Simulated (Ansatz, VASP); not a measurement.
## One calculation of MnCu7O4, two programs

Contents of INCAR:

```
  ALGO = Normal
  EDIFF = 1E-6
  ENCUT = 600
  GGA = PS
  GGA_COMPAT = F
  ISIF = 2
  ISMEAR = 0
  ISPIN = 2
  LASPH = T
  LCHARG = F
  LDAU = T
  LDAUJ = 0 0 0
  LDAUL = 2 -1 -1
  LDAUPRINT = 1
  LDAUTYPE = 2
  LDAUU = 3.5 0 0
  LMAXMIX = 4
  LORBIT = 11
  LREAL = F
  LWAVE = F
  MAGMOM = 3.91 -0.01 0 -0.02 0 -0.02 0 -0.02 -0.01 -0.03 -0.01 -0.03
  NBANDS = 73
  NELM = 200
  PREC = Accurate
  SIGMA = 0.05
```

KPOINTS

```
k-points
0
Gamma
  4 4 4
```

File POSCAR:

```
MnCu7O4
1.0
    0.0000000000      4.2696000000      4.2696000000
    4.2696000000      0.0000000000      4.2696000000
    4.2696000000      4.2696000000      0.0000000000
Mn Cu O
1 7 4
Direct
    0.1250000000      0.1250000000      0.1250000000
    0.6250000000      0.6250000000      0.6250000000
    0.1250000000      0.1250000000      0.6250000000
    0.6250000000      0.6250000000      0.1250000000
    0.6250000000      0.1250000000      0.1250000000
    0.1250000000      0.6250000000      0.6250000000
    0.1250000000      0.6250000000      0.1250000000
    0.6250000000      0.1250000000      0.6250000000
    0.9953300670      0.9953300670      0.9953300670
    0.5009371667      0.5009371667      0.5009371667
    0.2546699330      0.2546699330      0.2546699330
    0.7490628333      0.7490628333      0.7490628333
```

Input for Ansatz:

```yaml
crystal:
  lattice:
    - [0.0, 4.2696, 4.2696]
    - [4.2696, 0.0, 4.2696]
    - [4.2696, 4.2696, 0.0]
  atoms:
    - { symbol: Mn, position: [0.125, 0.125, 0.125], spin: 4.0 }
    - { symbol: Cu, position: [0.625, 0.625, 0.625] }
    - { symbol: Cu, position: [0.125, 0.125, 0.625] }
    - { symbol: Cu, position: [0.625, 0.625, 0.125] }
    - { symbol: Cu, position: [0.625, 0.125, 0.125] }
    - { symbol: Cu, position: [0.125, 0.625, 0.625] }
    - { symbol: Cu, position: [0.125, 0.625, 0.125] }
    - { symbol: Cu, position: [0.625, 0.125, 0.625] }
    - { symbol: O, position: [0.995330067, 0.995330067, 0.995330067] }
    - { symbol: O, position: [0.5009371667, 0.5009371667, 0.5009371667] }
    - { symbol: O, position: [0.254669933, 0.254669933, 0.254669933] }
    - { symbol: O, position: [0.7490628333, 0.7490628333, 0.7490628333] }
basis:
  ecutwfc: 420
  ecutrho_ratio: 4
kpoints:
  mp_grid: { grid: [4, 4, 4] }
hamiltonian:
  xc: pbesol
  hubbard:
    sites:
      - { site: 0, l: d, u_eff: 3.5, starting_ns: [{ spin: up, occupation_matrix: s0up }, { spin: down, occupation_matrix: s0down }] }
    occupation_matrices:
      s0up:
        matrix:
          - [0.97, 0.0, 0.0, 0.0, 0.0]
          - [0.0, 0.97, 0.0, 0.0, 0.0]
          - [0.0, 0.0, 0.97, 0.0, 0.0]
          - [0.0, 0.0, 0.0, 0.97, 0.0]
          - [0.0, 0.0, 0.0, 0.0, 0.97]
      s0down:
        matrix:
          - [0.02, 0.0, 0.0, 0.0, 0.0]
          - [0.0, 0.495, 0.0, 0.0, -0.475]
          - [0.0, 0.0, 0.02, 0.0, 0.0]
          - [0.0, 0.0, 0.0, 0.02, 0.0]
          - [0.0, -0.475, 0.0, 0.0, 0.495]
    ns_hold: { iters: 12 }
scf:
  occupations: { method: gaussian, width: 0.05 }
  lower_state_search: "off"
  max_iter: 150
output:
  forces: true
  stress: true
  eigenvalues: true
  populations: true
  hubbard: { sites: [{ site: 0, l: d }] }
magnetization:
  spin_polarized: true
```

Alike in both runs: task single point; functional PBEsol; k mesh 4 × 4 × 4; occupations gaussian, width 0.05 eV; collinear spin; Hubbard terms Mn d U = 3.5 eV.

```csv
,VASP,Ansatz
version,VASP 6.6.1,Ansatz 0.2.0
potentials or method,"VASP PAW PBE potentials, release 64 (Mn_pv, Cu, O), cutoff 600 eV","scalar-relativistic, plane waves, PAW"
valence electrons in the cell,114,172
```

```csv
,VASP,Ansatz,Ansatz less VASP
gap on the k mesh at the Fermi level (eV),none,none,-
pressure (GPa),0.5,-0.2,-0.68
"traceless stress, the component that is largest in VASP (GPa)",-0.43,-0.28,+0.146
rms of the force components (eV/Å),0.029,0.002,-0.0276
net moment per atom (μB),0.34,0.34,-0.002
size of the moment on the site where the two differ most (μB),4.16,3.55,-0.606
```

VASP's potentials were made for PBE, not for PBEsol. Site moments also hang on the region over which each program counts them. The programs project onto different local orbitals, so the same U acts differently, and such runs can settle in different states. Atom by atom the forces differ by 0.029 eV/Å (rms over components). A gap of «none» marks a metal or a gap that the smearing closes. VASP's potentials hold 114 valence electrons a cell and Ansatz's 172, so a difference there can come from the potentials and not from the codes. Ansatz's warnings: filled band counts differ across k points, specified occupation not kept, symmetry narrowed by occupation matrices.
